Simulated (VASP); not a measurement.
# Ti (P6_3/mmc) in VASP: single point with PBE

Aim: the single point of Ti with PBE.

Everything below comes from runs of VASP 6.6.1. Logs are shortened: lines on timing, memory, paths and dates and some standing lists are left out, and cuts for length are marked.

## (1) The cell of the first run

Symmetry: P6_3/mmc, No. 194, hexagonal system. Conventional cell: a = 2.940 Å, b = 2.940 Å, c = 4.654 Å, α = 90.00°, β = 90.00°, γ = 120.00°. Ti (site symmetry -6m2) has 12 Ti at 2.88 to 2.94 Å within 3.8 Å.

## (2) Single point, PBE

INCAR

```
  PREC = Accurate
  ENCUT = 520
  EDIFF = 1E-6
  ISMEAR = -1
  SIGMA = 0.1
  LREAL = F
  LASPH = T
  NELM = 60
  ALGO = Normal
  ISIF = 2
  LWAVE = F
  LCHARG = T
  GGA = PE
  LELF = T
  LVHAR = T
  NBANDS = 19
```

KPOINTS

```
regular mesh
0
Gamma
  17 17 9
```

POSCAR

```
Ti
1.0
    2.9396968145      0.0000000000      0.0000000000
   -1.4698484073      2.5458521207      0.0000000000
    0.0000000000      0.0000000000      4.6540909817
Ti
2
Direct
    0.3333333333      0.6666666667      0.2500000000
    0.6666666667      0.3333333333      0.7500000000
```

Potentials or basis: VASP PAW PBE potentials, release 64 (Ti_sv).

Started as:

```console
$ cat potpaw_PBE.64/Ti_sv/POTCAR > POTCAR
$ mpirun -np 1 vasp_std > vasp.out
```

OUTCAR:

```text
PREC = Accurate
   ENCUT = 520
   EDIFF = 1E-6
   ISMEAR = -1
   LREAL = F
   LASPH = T
   NELM = 60
   ISIF = 2
   GGA = PE

 ion  position               nearest neighbor table
   1  0.333  0.667  0.250-   2 2.88   2 2.88   2 2.88   2 2.88   2 2.88   2 2.88
   2  0.667  0.333  0.750-   1 2.88   1 2.88   1 2.88   1 2.88   1 2.88   1 2.88

  LATTYP: Found a hexagonal cell.
 ALAT       =     2.9396968145
 C/A-ratio  =     1.5831874086

  Lattice vectors:

 A1 = (   2.9396968145,   0.0000000000,   0.0000000000)
 A2 = (  -1.4698484073,   2.5458521207,   0.0000000000)
 A3 = (   0.0000000000,   0.0000000000,   4.6540909817)

Analysis of symmetry for initial positions (statically):
=====================================================================
 Subroutine PRICEL returns:
 Original cell was already a primitive cell.

 Routine SETGRP: Setting up the symmetry group for a
 hexagonal supercell.

 Subroutine GETGRP returns: Found 24 space group operations
 (whereof 12 operations were pure point group operations)
 out of a pool of 24 trial point group operations.

The static configuration has the point symmetry D_3d.
 The point group associated with its full space group is D_6h.

Analysis of symmetry for dynamics (positions and initial velocities):
=====================================================================
 Subroutine PRICEL returns:
 Original cell was already a primitive cell.

 Routine SETGRP: Setting up the symmetry group for a
 hexagonal supercell.

 Subroutine GETGRP returns: Found 24 space group operations
 (whereof 12 operations were pure point group operations)
 out of a pool of 24 trial point group operations.

The dynamic configuration has the point symmetry D_3d.
 The point group associated with its full space group is D_6h.

 Subroutine INISYM returns: Found 24 space group operations
 (whereof 12 operations are pure point group operations),
 and found     1 'primitive' translations

----------------------------------------------------------------------------------------

                                     Primitive cell

  volume of cell :      34.8314

  direct lattice vectors                    reciprocal lattice vectors
     2.939696814  0.000000000  0.000000000     0.340171134  0.196397896  0.000000000
    -1.469848407  2.545852121  0.000000000     0.000000000  0.392795792  0.000000000
     0.000000000  0.000000000  4.654090982     0.000000000  0.000000000  0.214864730
[... 80 lines left out ...]
   LSORBIT =      F    spin-orbit coupling
   LASPH  =      T    aspherical Exc in radial PAW
   ENCUT  =  520.0 eV  38.22 Ry    6.18 a.u.   5.47  5.47  8.65*2*pi/ulx,y,z
   NELM   =     60;   NELMIN=  2; NELMDL= -5     # of ELM steps
   EDIFF  = 0.1E-05   stopping-criterion for ELM
   LREAL  =      F    real-space projection
   EDIFFG = 0.1E-04   stopping-criterion for IOM
   NSW    =      0    number of steps for IOM
   IBRION =     -1    ionic relax: 0-MD 1-quasi-New 2-CG
   NFREE  =      0    steps in history (QN), initial steepest desc. (CG)
   ISIF   =      2    stress and relaxation
   ISYM   =      2    0-nonsym 1-usesym 2-fastsym
   POTIM  = 0.5000    time-step for ionic-motion
   TEBEG  =    0.0;   TEEND  =   0.0 temperature during run
   PSTRESS=    0.0 pullay stress
   NELECT =      24.0000    total number of electrons
   NUPDOWN=      -1.0000    fix difference up-down
   EMIN   =  10.00;   EMAX   =-10.00  energy-range for DOS
   EFERMI =   0.00;   METHOD = LEGACY
   ISMEAR =    -1;   SIGMA  =   0.10  broadening in eV -4-tet -1-fermi 0-gaus
   EFERMI_NEDOS =   21; number of points for ismear=-14 and -15
   IALGO  =     38    algorithm
   IMIX   =      4    mixing-type and parameters
     AMIX     =   0.40;   BMIX     =  1.00
     AMIX_MAG =   1.60;   BMIX_MAG =  1.00
  volume/ion in A,a.u.               =      17.42       117.53
  Fermi-wavevector in a.u.,A,eV,Ry     =   1.445956  2.732460 28.446904  2.090788
  Thomas-Fermi vector in A             =   2.564079
   LORBIT       =      0    0 simple, 1 ext, 2 COOP (PROOUT), +10 PAW based schemes
   GGA     = PE    functional components
   LHFCALC =     F    Hartree Fock is set to
   AEXX    =    0.0000 exact exchange contribution
   IVDW    =     0    specifies the selected vdW correction
   LEPSILON=     F    determine dielectric tensor
   LRPA    =     F    only Hartree local field effects (RPA)
 non-spin polarized calculation
  energy-cutoff  :      520.00
  volume of cell :       34.83
 maximum number of plane-waves:       965
 NGX is ok and might be reduce to    24
   NGX = 11   NGY = 11   NGZ = 17

 number of electron      24.0000002 magnetization

 Free energy of the ion-electron system (eV)
  ---------------------------------------------------
  ext. energy  EPLUGINS =         0.00000000
  ---------------------------------------------------
  free energy    TOTEN  =       -15.70806692 eV

  energy without entropy =      -15.63090853  energy(sigma->0) =      -15.66948773

 E-fermi :   8.2873     XC(G=0): -11.4840

 val. band max:        8.2753736674   @ k =   0.2941   0.2353   0.4444
 cond. band min:       8.2909170168   @ k =   0.1176  -0.0000   0.1111
 fundamental gap:      0.0155433494
 Fermi energy:         8.2872801107

 k-point     1 :       0.0000    0.0000    0.0000
  band No.  band energies     occupation
      1     -48.5506      2.00000
      2     -48.4151      2.00000
      3     -25.1307      2.00000
      4     -24.5012      2.00000
      5     -24.5012      2.00000
      6     -24.4279      2.00000
[... 505 lines left out ...]
      6     -24.5826      2.00000
[... 11 lines left out ...]
     18      11.2444      0.00000
     19      11.6964      0.00000

 [... further k-points ...]

------------------------ aborting loop because EDIFF is reached ----------------------------------------

  FORCE on cell =-STRESS in cart. coord.  units (eV):
  Direction    XX          YY          ZZ          XY          YZ          ZX
  --------------------------------------------------------------------------------------
  -------------------------------------------------------------------------------------
  Total       -0.0516564     -0.0516564     -0.0529291      0.0000000     -0.0000000     -0.0000000
  in kB       -2.3760966     -2.3760966     -2.4346386      0.0000000     -0.0000000     -0.0000000
  external PRESSURE =      -2.3956106 kB  Pullay stress =       0.0000000 kB

 VOLUME and BASIS-vectors are now :
 -----------------------------------------------------------------------------
  energy-cutoff  :      520.00
  volume of cell :       34.83
      direct lattice vectors                 reciprocal lattice vectors
     2.939696814  0.000000000  0.000000000     0.340171134  0.196397896  0.000000000
    -1.469848407  2.545852121  0.000000000     0.000000000  0.392795792  0.000000000
     0.000000000  0.000000000  4.654090982     0.000000000  0.000000000  0.214864730

 POSITION                                       TOTAL-FORCE (eV/Angst)
 -----------------------------------------------------------------------------------
     -0.00000      1.69723      1.16352        -0.000000      0.000000      0.000000
      1.46985      0.84862      3.49057         0.000000     -0.000000      0.000000
 -----------------------------------------------------------------------------------
    total drift:                               -0.000000      0.000000     -0.000000

  FREE ENERGIE OF THE ION-ELECTRON SYSTEM (eV)
  ---------------------------------------------------
  free  energy   TOTEN  =       -15.7080669167 eV

  energy  without entropy=      -15.6309085349  energy(sigma->0) =      -15.66948773
```

Wall time 63 s (1 thread of Intel Xeon Platinum 8259CL at 2.50GHz (Skylake/Cascade Lake), shared host); peak memory 0.21 GiB.

Results:

```yaml
Free_energy: -15.7081 eV
Pressure: -0.2 GPa
Band_gap_on_the_k_mesh: zero (band 12 reaches 9.08 eV, above the bottom of band 13 at 8.01 eV)
```

Levels at points of the mesh, in eV from the Fermi level:
```tsv
k point	band 10	band 11	band 12	band 13	band 14	band 15
(0.00, 0.00, 0.00)	-2.66	0.79	0.79	0.79	0.91	1.29
```
